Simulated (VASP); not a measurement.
# HgTe (Coloradoite) (F-43m) in VASP: notebook, part 2 of 2

VASP 6.6.1. Earlier steps stand in the parts before.

## (3) Relaxation of cell and atoms, LDA

This run uses another cell than the first one, of 36.81 Å³/atom, 1.105 times its volume.

Input file INCAR:

```
ALGO = Normal ; EDIFF = 1E-7
EDIFFG = -0.005 ; ENCUT = 600
IBRION = 2 ; ISIF = 3
ISMEAR = 0 ; LASPH = T
LCHARG = F ; LREAL = F
LWAVE = F ; NELM = 80
NSW = 70 ; PREC = Accurate
SIGMA = 0.1
```

Input file KPOINTS:

```
k-points
0
Gamma
  12 12 12
```

Input file POSCAR:

```
HgTe
1.0
    0.0000000000      3.3264077971      3.3264077971
    3.3264077971      0.0000000000      3.3264077971
    3.3264077971      3.3264077971      0.0000000000
Hg Te
1 1
Direct
    0.0000000000      0.0000000000      0.0000000000
    0.2500000000      0.2500000000      0.2500000000
```

Potentials or basis: VASP PAW LDA potentials, release 64 (Hg, Te).

The run is started by

```console
$ cat potpaw_LDA.64/Hg/POTCAR potpaw_LDA.64/Te/POTCAR > POTCAR
$ mpirun -np 1 vasp_std > vasp.out
```

OUTCAR:

```text
EDIFF = 1E-7
   EDIFFG = -0.005
   ENCUT = 600
   IBRION = 2
   ISIF = 3
   ISMEAR = 0
   LASPH = T
   LREAL = F
   NELM = 80
   NSW = 70
   PREC = Accurate

 ion  position               nearest neighbor table
   1  0.000  0.000  0.000-   2 2.88   2 2.88   2 2.88   2 2.88
   2  0.250  0.250  0.250-   1 2.88   1 2.88   1 2.88   1 2.88

  LATTYP: Found a face centered cubic cell.
 ALAT       =     6.6528155942

  Lattice vectors:

 A1 = (   0.0000000000,   3.3264077971,   3.3264077971)
 A2 = (   3.3264077971,   0.0000000000,   3.3264077971)
 A3 = (   3.3264077971,   3.3264077971,   0.0000000000)

Analysis of symmetry for initial positions (statically):
=====================================================================
 Subroutine PRICEL returns:
 Original cell was already a primitive cell.

 Routine SETGRP: Setting up the symmetry group for a
 face centered cubic supercell.

 Subroutine GETGRP returns: Found 24 space group operations
 (whereof 24 operations were pure point group operations)
 out of a pool of 48 trial point group operations.

The static configuration has the point symmetry T_d .

Analysis of symmetry for dynamics (positions and initial velocities):
=====================================================================
 Subroutine PRICEL returns:
 Original cell was already a primitive cell.

 Routine SETGRP: Setting up the symmetry group for a
 face centered cubic supercell.

 Subroutine GETGRP returns: Found 24 space group operations
 (whereof 24 operations were pure point group operations)
 out of a pool of 48 trial point group operations.

The dynamic configuration has the point symmetry T_d .

 Subroutine INISYM returns: Found 24 space group operations
 (whereof 24 operations are pure point group operations),
 and found     1 'primitive' translations

----------------------------------------------------------------------------------------

                                     Primitive cell

  volume of cell :      73.6133

[... 127 lines left out ...]

--------------------------------------- Ionic step        1  -------------------------------------------

 number of electron      18.0000002 magnetization

 Free energy of the ion-electron system (eV)
  ---------------------------------------------------
  ext. energy  EPLUGINS =         0.00000000
  ---------------------------------------------------
  free energy    TOTEN  =        -4.96056714 eV

  energy without entropy =       -4.96040199  energy(sigma->0) =       -4.96048457

------------------------ aborting loop because EDIFF is reached ----------------------------------------

  FORCE on cell =-STRESS in cart. coord.  units (eV):
  Direction    XX          YY          ZZ          XY          YZ          ZX
  --------------------------------------------------------------------------------------
  -------------------------------------------------------------------------------------
  Total       -1.6000919     -1.6000919     -1.6000919     -0.0000000     -0.0000000     -0.0000000
  in kB      -34.8256343    -34.8256343    -34.8256343     -0.0000000     -0.0000000     -0.0000000
  external PRESSURE =     -34.8256343 kB  Pullay stress =       0.0000000 kB
[... 59 lines left out ...]
--------------------------------------- Ionic step        3  -------------------------------------------

 number of electron      18.0000002 magnetization

 Free energy of the ion-electron system (eV)
  ---------------------------------------------------
  ext. energy  EPLUGINS =         0.00000000
  ---------------------------------------------------
  free energy    TOTEN  =        -5.03920876 eV

  energy without entropy =       -5.03905637  energy(sigma->0) =       -5.03913257

 E-fermi :   3.0417     XC(G=0):  -9.1323

 val. band max:        2.9810462724   @ k =   0.0000   0.0000   0.0000
 cond. band min:       3.3769441870   @ k =   0.0833   0.0000   0.0000
 fundamental gap:      0.3958979146
 Fermi energy:         3.0417387983

 k-point     1 :       0.0000    0.0000    0.0000
  band No.  band energies     occupation
      1      -9.1131      2.00000
      2      -4.4370      2.00000
      3      -4.4370      2.00000
      4      -4.4370      2.00000
      5      -3.8950      2.00000
      6      -3.8950      2.00000
      7       2.1316      2.00000
      8       2.9810      1.60929
      9       2.9810      1.60929
     10       2.9810      1.60929
     11       7.1261      0.00000
     12       7.1261      0.00000
     13       7.1261      0.00000
[... 354 lines left out ...]
  band No.  band energies     occupation
      1      -8.4707      2.00000
      2      -4.2897      2.00000
      3      -4.2639      2.00000
      4      -3.9150      2.00000
      5      -3.8849      2.00000
      6      -3.5742      2.00000
      7      -2.4585      2.00000
      8       0.7683      2.00000
      9       1.7224      2.00000
     10       4.7261      0.00000
     11       7.4142      0.00000
     12       8.4994      0.00000
     13       9.5700      0.00000

 [... further k-points ...]
[... 5 lines left out ...]
  --------------------------------------------------------------------------------------
  -------------------------------------------------------------------------------------
  Total        0.0040817      0.0040817      0.0040817      0.0000000      0.0000000     -0.0000000
  in kB        0.0975695      0.0975695      0.0975695      0.0000000      0.0000000     -0.0000000
  external PRESSURE =       0.0975695 kB  Pullay stress =       0.0000000 kB
[... 17 lines left out ...]
  FREE ENERGIE OF THE ION-ELECTRON SYSTEM (eV)
  ---------------------------------------------------
  free  energy   TOTEN  =        -5.0392087632 eV

  energy  without entropy=       -5.0390563713  energy(sigma->0) =       -5.03913257

 reached required accuracy - stopping structural energy minimisation
```

OSZICAR:

```text
N       E                     dE             d eps       ncg     rms          rms(c)
DAV:   1     0.116095517796E+03    0.11610E+03   -0.85763E+03  1872   0.133E+03
DAV:   2     0.184722125268E+00   -0.11591E+03   -0.10941E+03  2017   0.277E+02
DAV:   3    -0.511695716642E+01   -0.53017E+01   -0.52330E+01  2332   0.605E+01
DAV:   4    -0.517438345368E+01   -0.57426E-01   -0.57412E-01  2492   0.591E+00
[... 27 lines left out ...]
DAV:   5    -0.503921821766E+01    0.16302E-03   -0.44646E-04  2046   0.276E-01    0.114E-01
DAV:   6    -0.503921427792E+01    0.39397E-05   -0.67466E-05  1877   0.773E-02    0.387E-02
DAV:   7    -0.503920838466E+01    0.58933E-05   -0.23962E-05  2162   0.682E-02    0.680E-03
DAV:   8    -0.503920876042E+01   -0.37576E-06   -0.22771E-06  1937   0.144E-02    0.431E-03
DAV:   9    -0.503920876323E+01   -0.28106E-08   -0.58595E-08  1171   0.189E-03
   3 F= -.50392088E+01 E0= -.50391326E+01  d E =-.786416E-01
```

CONTCAR:

```text
HgTe
   1.00000000000000
    -0.0000000000000000    3.2240557801756085    3.2240557801756085
     3.2240557801756085   -0.0000000000000000    3.2240557801756085
     3.2240557801756085    3.2240557801756085   -0.0000000000000000
  Hg              Te
     1     1
Direct
     0.0000000000000000    0.0000000000000000    0.0000000000000000
     0.2500000000000000    0.2500000000000000    0.2500000000000000

  0.00000000E+00  0.00000000E+00  0.00000000E+00
  0.00000000E+00  0.00000000E+00  0.00000000E+00
```

Run time: 3.4 min. Hardware: 1 thread of AMD EPYC 7R13 (Zen 3), shared host; peak memory 0.24 GiB.

Results:

| Property | Result |
| --- | --- |
| Free energy | -5.0392 eV |
| Relaxed volume | 33.51 Å³/atom |
| Relaxed cell | a = 4.560 Å, b = 4.560 Å, c = 4.560 Å, α = 60.00°, β = 60.00°, γ = 60.00° |
| Space group after relaxing (to 0.05 Å) | F-43m (No. 216) |
| Energy gained by relaxing | 39.3 meV/atom |
| Ionic steps | 3 |
| Pressure after relaxing | 0.0 GPa |
| Band gap on the k mesh | zero (filled and empty bands touch) |

Step by step:
```tsv
step	energy change (eV)	largest force (eV/Å)	pressure (GPa)	volume (Å³)
1	0.0000	0.0000	-3.48	73.61
2	-0.0726	0.0000	1.23	65.41
3	-0.0786	0.0000	0.01	67.03
```

Final structure:
```cif
data_structure
_symmetry_space_group_name_H-M 'P 1'
_symmetry_Int_Tables_number 1
_cell_length_a 4.5595
_cell_length_b 4.5595
_cell_length_c 4.5595
_cell_angle_alpha 60.000
_cell_angle_beta 60.000
_cell_angle_gamma 60.000
_cell_volume 67.03
loop_
_atom_site_label
_atom_site_type_symbol
_atom_site_fract_x
_atom_site_fract_y
_atom_site_fract_z
_atom_site_occupancy
Hg1 Hg 0.00000 0.00000 0.00000 1
Te1 Te 0.25000 0.25000 0.25000 1
```

Levels at points of the mesh, in eV from the Fermi level:
| k point | band 5 | band 6 | band 7 | band 8 | band 9 | band 10 | band 11 | band 12 | band 13 |
| --- | --- | --- | --- | --- | --- | --- | --- | --- | --- |
| (0.00, 0.00, 0.00) | -6.94 | -6.94 | -0.91 | -0.06 | -0.06 | -0.06 | 4.08 | 4.08 | 4.08 |
| (0.50, 0.00, 0.00) | -6.92 | -6.63 | -5.66 | -1.07 | -1.07 | 0.54 | 4.89 | 4.89 | 6.57 |
| (0.50, 0.50, 0.00) | -6.87 | -6.48 | -5.58 | -2.39 | -2.39 | 1.76 | 2.24 | 7.99 | 8.72 |

Caveat: spin-orbit coupling is left out, which moves the levels of the heavy elements.
